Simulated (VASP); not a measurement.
## Al8N7 (a cell with a defect): single point with LDA

Al8N7 (a cell with a defect):

```
CELL_PARAMETERS angstrom
-4.01092 4.01092 0.00000
-4.01092 0.00000 4.01092
0.00000 4.01092 4.01092
ATOMIC_POSITIONS crystal
Al 0.75000 0.75000 0.75000
Al 0.25000 0.75000 0.75000
Al 0.75000 0.25000 0.75000
Al 0.75000 0.75000 0.25000
Al 0.25000 0.25000 0.75000
Al 0.25000 0.75000 0.25000
Al 0.75000 0.25000 0.25000
Al 0.25000 0.25000 0.25000
N 0.31233 0.93767 0.43767
N 0.00000 0.50000 0.50000
N 0.00000 0.00000 0.00000
N 0.50000 0.50000 0.50000
N 0.50000 0.00000 0.00000
N 0.00000 0.50000 0.00000
N 0.50000 0.50000 0.00000
```

This cell differs from its parent crystal: atom 9 moved 0.500 of the way to it and -0.500 Å across, host rigid.

```json
{"Program": "VASP 6.6.1", "Task": "single point", "Functional": "LDA", "Potentials or basis": "VASP PAW LDA potentials, release 64 (Al, N)", "Cutoff": "520 eV", "k mesh": "4 × 4 × 4", "Occupations": "gaussian, width 0.05 eV", "Spin": "no spin polarisation"}
```

```yaml
Largest_force: 16.394 eV/Å
```

Forces on the atoms (eV/Å):
```
Al    2.877   2.877   0.144
Al   11.174  11.174   4.364
Al    0.075  -0.075   2.813
Al    0.213  -0.213  -2.628
Al   -0.075   0.075   2.813
Al   -0.213   0.213  -2.628
Al   -2.877  -2.877   0.144
Al  -11.174 -11.174   4.364
N     0.000   0.000  -3.012
N    -0.339  -0.339   0.733
N     0.339   0.339   0.733
N     1.749   1.749  -3.864
N    -1.749  -1.749  -3.864
N    -0.006   0.006  -0.056
N     0.006  -0.006  -0.056
```

Levels at points of the mesh, in eV from the Fermi level:
```csv
k point,band 24,band 25,band 26,band 27,band 28,band 29,band 30,band 31,band 32,band 33
"(0.00, 0.00, 0.00)",-1.27,-0.67,-0.58,-0.56,-0.10,-0.10,2.10,5.02,5.44,5.59
"(0.50, 0.00, 0.00)",-1.45,-1.28,-1.01,-0.92,-0.61,0.91,1.35,3.44,5.25,5.67
"(0.00, 0.50, 0.00)",-1.72,-1.50,-0.42,-0.30,-0.26,0.09,1.79,3.62,3.74,5.32
"(0.50, 0.50, 0.00)",-1.18,-1.16,-1.15,-1.04,0.08,1.00,1.80,3.13,3.77,5.11
"(0.00, 0.50, 0.50)",-1.72,-1.54,-1.31,-0.81,-0.63,-0.04,1.21,4.26,4.30,4.99
```

It took 7.3 min on 1 thread of Intel(R) Xeon(R) Platinum 8488C (Sapphire Rapids), on a shared host, peak memory 0.23 GiB.

Caveat: the cell carries a net charge on a neutralising background, which shifts energy and pressure; the cell differs from its parent crystal (atom 9 moved 0.500 of the way to it and -0.500 Å across, host rigid); the cell is charged against a uniform background, so pressure and absolute levels hang on convention.
